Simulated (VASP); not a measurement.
# Ba (Fm-3m) in VASP: a series of runs, part 2 of 2

VASP 6.6.1.

### Step 3. Single point, LDA

INCAR

```
SYSTEM = Ba
PREC = Accurate ; ENCUT = 500
EDIFF = 1E-6 ; ISMEAR = -1
SIGMA = 0.05 ; LREAL = .False.
LASPH = .True. ; NELM = 120
ALGO = Normal ; ISIF = 2
LWAVE = .False. ; LCHARG = .True.
GGA = CA ; LELF = .True.
LVHAR = .True. ; NBANDS = 11
GGA_COMPAT = .False.
```

KPOINTS

```
regular mesh
0
Gamma
  12 12 12
  0 0 0
```

POSCAR

```
Ba
1.0
    0.0000000000      2.7958554661      2.7958554661
    2.7958554661      0.0000000000      2.7958554661
    2.7958554661      2.7958554661      0.0000000000
Ba
1
Direct
    0.0000000000      0.0000000000      0.0000000000
```

Potentials or basis: VASP PAW LDA potentials, release 64 (Ba_sv).

On the command line:

```
> cat potpaw_LDA.64/Ba_sv/POTCAR > POTCAR
> mpirun -np 1 vasp_std > vasp.out
```

OUTCAR:

```text
SYSTEM = Ba
   PREC = Accurate
   ENCUT = 500
   EDIFF = 1E-6
   ISMEAR = -1
   LREAL = .False.
   LASPH = .True.
   NELM = 120
   ISIF = 2
   GGA = CA

 ion  position               nearest neighbor table
   1  0.000  0.000  0.000-

  LATTYP: Found a face centered cubic cell.
 ALAT       =     5.5917109322

  Lattice vectors:

 A1 = (   0.0000000000,   2.7958554661,   2.7958554661)
 A2 = (   2.7958554661,   0.0000000000,   2.7958554661)
 A3 = (   2.7958554661,   2.7958554661,   0.0000000000)

Analysis of symmetry for initial positions (statically):
=====================================================================
 Subroutine PRICEL returns:
 Original cell was already a primitive cell.

 Routine SETGRP: Setting up the symmetry group for a
 face centered cubic supercell.

 Subroutine GETGRP returns: Found 48 space group operations
 (whereof 48 operations were pure point group operations)
 out of a pool of 48 trial point group operations.

The static configuration has the point symmetry O_h .

Analysis of symmetry for dynamics (positions and initial velocities):
=====================================================================
 Subroutine PRICEL returns:
 Original cell was already a primitive cell.

 Routine SETGRP: Setting up the symmetry group for a
 face centered cubic supercell.

 Subroutine GETGRP returns: Found 48 space group operations
 (whereof 48 operations were pure point group operations)
 out of a pool of 48 trial point group operations.

The dynamic configuration has the point symmetry O_h .

 Subroutine INISYM returns: Found 48 space group operations
 (whereof 48 operations are pure point group operations),
 and found     1 'primitive' translations

----------------------------------------------------------------------------------------

                                     Primitive cell

  volume of cell :      43.7093

  direct lattice vectors                    reciprocal lattice vectors
     0.000000000  2.795855466  2.795855466    -0.178836140  0.178836140  0.178836140
     2.795855466  0.000000000  2.795855466     0.178836140 -0.178836140  0.178836140
     2.795855466  2.795855466  0.000000000     0.178836140  0.178836140 -0.178836140

  length of vectors
     3.953936719  3.953936719  3.953936719     0.309753281  0.309753281  0.309753281

  position of ions in fractional coordinates (direct lattice)
     0.000000000  0.000000000  0.000000000

  ion indices of the primitive-cell ions
   primitive index   ion index
                 1           1

----------------------------------------------------------------------------------------

 KPOINTS: regular mesh

Automatic generation of k-mesh.
 Grid dimensions read from file:
 generate k-points for:   12   12   12

 Generating k-lattice:

  Cartesian coordinates                     Fractional coordinates (reciprocal lattice)
    -0.014903012  0.014903012  0.014903012     0.083333333  0.000000000  0.000000000
     0.014903012 -0.014903012  0.014903012     0.000000000  0.083333333  0.000000000
     0.014903012  0.014903012 -0.014903012     0.000000000  0.000000000  0.083333333

  Length of vectors
     0.025812773  0.025812773  0.025812773

  Shift w.r.t. Gamma in fractional coordinates (k-lattice)
     0.000000000  0.000000000  0.000000000

 Subroutine IBZKPT returns following result:
 ===========================================

 Found     72 irreducible k-points:

 Following reciprocal coordinates:
            Coordinates               Weight
  0.000000  0.000000  0.000000      1.000000
  0.083333  0.000000  0.000000      8.000000
  0.166667  0.000000  0.000000      8.000000
  0.250000  0.000000  0.000000      8.000000
  0.333333  0.000000  0.000000      8.000000
  0.416667  0.000000  0.000000      8.000000
[... 16 lines left out ...]
  0.500000  0.166667  0.000000     24.000000
 -0.416667  0.166667  0.000000     24.000000
 [... further k-points ...]
   k-points           NKPTS =     72   k-points in BZ     NKDIM =     72   number of bands    NBANDS=     11
   number of dos      NEDOS =    301   number of ions     NIONS =      1
   total plane-waves  NPLWV =  27000
   dimension x,y,z NGX =    30 NGY =   30 NGZ =   30
   dimension x,y,z NGXF=    60 NGYF=   60 NGZF=   60
   ions per type =               1
   NGX,Y,Z   is equivalent  to a cutoff of  12.61, 12.61, 12.61 a.u.
   NGXF,Y,Z  is equivalent  to a cutoff of  25.23, 25.23, 25.23 a.u.
 SYSTEM =  Ba
   PREC   = accura    normal or accurate (medium, high low for compatibility)
   ISTART =      0    job   : 0-new  1-cont  2-samecut
   ICHARG =      2    charge: 1-file 2-atom 10-const
   ISPIN  =      1    spin polarized calculation?
   LNONCOLLINEAR =      F non collinear calculations
   LSORBIT =      F    spin-orbit coupling
   LASPH  =      T    aspherical Exc in radial PAW
   ENCUT  =  500.0 eV  36.75 Ry    6.06 a.u.   7.21  7.21  7.21*2*pi/ulx,y,z
   NELM   =    120;   NELMIN=  2; NELMDL= -5     # of ELM steps
   EDIFF  = 0.1E-05   stopping-criterion for ELM
   LREAL  =      F    real-space projection
   EDIFFG = 0.1E-04   stopping-criterion for IOM
   NSW    =      0    number of steps for IOM
   IBRION =     -1    ionic relax: 0-MD 1-quasi-New 2-CG
   NFREE  =      0    steps in history (QN), initial steepest desc. (CG)
   ISIF   =      2    stress and relaxation
   ISYM   =      2    0-nonsym 1-usesym 2-fastsym
   POTIM  = 0.5000    time-step for ionic-motion
   TEBEG  =    0.0;   TEEND  =   0.0 temperature during run
   PSTRESS=    0.0 pullay stress
   NELECT =      10.0000    total number of electrons
   NUPDOWN=      -1.0000    fix difference up-down
   EMIN   =  10.00;   EMAX   =-10.00  energy-range for DOS
   EFERMI =   0.00;   METHOD = LEGACY
   ISMEAR =    -1;   SIGMA  =   0.05  broadening in eV -4-tet -1-fermi 0-gaus
   EFERMI_NEDOS =   21; number of points for ismear=-14 and -15
   IALGO  =     38    algorithm
   IMIX   =      4    mixing-type and parameters
     AMIX     =   0.40;   BMIX     =  1.00
     AMIX_MAG =   1.60;   BMIX_MAG =  1.00
  volume/ion in A,a.u.               =      43.71       294.97
  Fermi-wavevector in a.u.,A,eV,Ry     =   1.001267  1.892121 13.640338  1.002537
  Thomas-Fermi vector in A             =   2.133678
   LORBIT       =      0    0 simple, 1 ext, 2 COOP (PROOUT), +10 PAW based schemes
   GGA     = CA    functional components
   LHFCALC =     F    Hartree Fock is set to
   AEXX    =    0.0000 exact exchange contribution
   IVDW    =     0    specifies the selected vdW correction
   LEPSILON=     F    determine dielectric tensor
   LRPA    =     F    only Hartree local field effects (RPA)
 non-spin polarized calculation
  energy-cutoff  :      500.00
  volume of cell :       43.71
 maximum number of plane-waves:      1125
 NGX is ok and might be reduce to    30
   NGX = 15   NGY = 15   NGZ = 15

 number of electron      10.0000000 magnetization

 Free energy of the ion-electron system (eV)
  ---------------------------------------------------
  ext. energy  EPLUGINS =         0.00000000
  ---------------------------------------------------
  free energy    TOTEN  =        -2.16640947 eV

  energy without entropy =       -2.15223265  energy(sigma->0) =       -2.15932106

 E-fermi :   2.8283     XC(G=0):  -8.8966

 val. band max:        2.8276375124   @ k =   0.4167   0.3333   0.0833
 cond. band min:       2.9169243661   @ k =  -0.3333   0.2500   0.0000
 fundamental gap:      0.0892868537
 Fermi energy:         2.8283255052

 k-point     1 :       0.0000    0.0000    0.0000
  band No.  band energies     occupation
      1     -25.5125      2.00000
      2     -10.0571      2.00000
      3     -10.0571      2.00000
      4     -10.0571      2.00000
      5       0.1010      2.00000
      6       4.9501      0.00000
      7       4.9501      0.00000
      8       4.9501      0.00000
      9       7.3258      0.00000
     10       7.3258      0.00000
     11       9.7363      0.00000

 k-point     2 :       0.0833    0.0000    0.0000
  band No.  band energies     occupation
      1     -25.5003      2.00000
      2     -10.1658      2.00000
      3     -10.0692      2.00000
      4     -10.0692      2.00000
      5       0.3001      2.00000
      6       4.7402      0.00000
      7       5.0404      0.00000
      8       5.0404      0.00000
      9       7.1772      0.00000
     10       7.1772      0.00000
     11      10.1762      0.00000
[... 295 lines left out ...]
 k-point    24 :      -0.4167    0.1667    0.0000
  band No.  band energies     occupation
      1     -25.3072      2.00000
      2     -11.3275      2.00000
      3     -10.5056      2.00000
      4     -10.2838      2.00000
      5       2.3726      1.99978
      6       3.7794      0.00000
      7       5.0641      0.00000
      8       5.3028      0.00000
      9       8.5850      0.00000
     10       9.6602      0.00000
     11      11.0938      0.00000

 [... further k-points ...]
[... 5 lines left out ...]
  --------------------------------------------------------------------------------------
  -------------------------------------------------------------------------------------
  Total        0.7124488      0.7124488      0.7124488     -0.0000000     -0.0000000      0.0000000
  in kB       26.1150039     26.1150039     26.1150039     -0.0000000     -0.0000000      0.0000000
  external PRESSURE =      26.1150039 kB  Pullay stress =       0.0000000 kB

 VOLUME and BASIS-vectors are now :
 -----------------------------------------------------------------------------
  energy-cutoff  :      500.00
  volume of cell :       43.71
      direct lattice vectors                 reciprocal lattice vectors
     0.000000000  2.795855466  2.795855466    -0.178836140  0.178836140  0.178836140
     2.795855466  0.000000000  2.795855466     0.178836140 -0.178836140  0.178836140
     2.795855466  2.795855466  0.000000000     0.178836140  0.178836140 -0.178836140

 POSITION                                       TOTAL-FORCE (eV/Angst)
 -----------------------------------------------------------------------------------
      0.00000      0.00000      0.00000        -0.000000      0.000000     -0.000000
 -----------------------------------------------------------------------------------
    total drift:                               -0.000000     -0.000000     -0.000000

  FREE ENERGIE OF THE ION-ELECTRON SYSTEM (eV)
  ---------------------------------------------------
  free  energy   TOTEN  =        -2.1664094671 eV

  energy  without entropy=       -2.1522326485  energy(sigma->0) =       -2.15932106
```

It took 49 s on 1 thread of Intel Xeon 8259CL, shared host; peak memory 0.17 GiB.

Results:

```yaml
Free_energy: -2.1664 eV
Pressure: 2.6 GPa
Band_gap_on_the_k_mesh: zero (band 5 reaches 3.17 eV, above the bottom of band 6 at 2.19 eV)
```

Levels at points of the mesh, in eV from the Fermi level:
```tsv
k point	band 1	band 2	band 3	band 4	band 5	band 6	band 7	band 8	band 9	band 10
(0.00, 0.00, 0.00)	-28.34	-12.89	-12.89	-12.89	-2.73	2.12	2.12	2.12	4.50	4.50
(0.50, 0.00, 0.00)	-28.15	-14.28	-13.06	-13.06	-1.12	1.89	1.89	2.66	6.40	6.40
(0.50, 0.50, 0.00)	-28.09	-14.18	-13.38	-13.38	-1.33	-0.64	4.13	6.45	7.02	7.02
```

Caveat: spin-orbit coupling is left out, which moves the levels of the heavy elements.

### Step 4. Single point, LDA

This run uses another cell than the first one, of 53.76 Å³/atom, 1.230 times its volume.

INCAR

```
PREC = Accurate
ENCUT = 500
EDIFF = 1E-6
ISMEAR = -1
SIGMA = 0.05
LREAL = False
LASPH = True
NELM = 120
ALGO = Normal
ISIF = 2
LWAVE = False
LCHARG = False
GGA = CA
NBANDS = 11
GGA_COMPAT = False
```

KPOINTS

```
regular mesh
0
Gamma
  12 12 12
```

POSCAR

```
Ba
1.0
    0.0000000000      2.9956049158      2.9956049158
    2.9956049158      0.0000000000      2.9956049158
    2.9956049158      2.9956049158      0.0000000000
Ba
1
Direct
    0.0000000000      0.0000000000      0.0000000000
```

On the command line:

```
> cat potpaw_LDA.64/Ba_sv/POTCAR > POTCAR
> mpirun -np 1 vasp_std > vasp.out
```

Run time: 46 s. Hardware: 1 thread of Intel Xeon 8259CL, shared host; peak memory 0.17 GiB.

It converged, with:

```yaml
Free_energy: -2.2434 eV
Pressure: 0.0 GPa
Band_gap_on_the_k_mesh: zero (band 5 reaches 2.18 eV, above the bottom of band 6 at 1.65 eV)
```

Levels at points of the mesh, in eV from the Fermi level:
```tsv
k point	band 1	band 2	band 3	band 4	band 5	band 6	band 7	band 8	band 9	band 10
(0.00, 0.00, 0.00)	-28.57	-13.41	-13.41	-13.41	-2.82	1.90	1.90	1.90	3.78	3.78
(0.50, 0.00, 0.00)	-28.49	-14.18	-13.51	-13.51	-1.04	1.68	1.73	1.73	5.26	5.26
(0.50, 0.50, 0.00)	-28.46	-14.13	-13.69	-13.69	-1.01	-0.36	2.84	5.28	5.72	5.72
```

Caveat: spin-orbit coupling is left out, which moves the levels of the heavy elements.
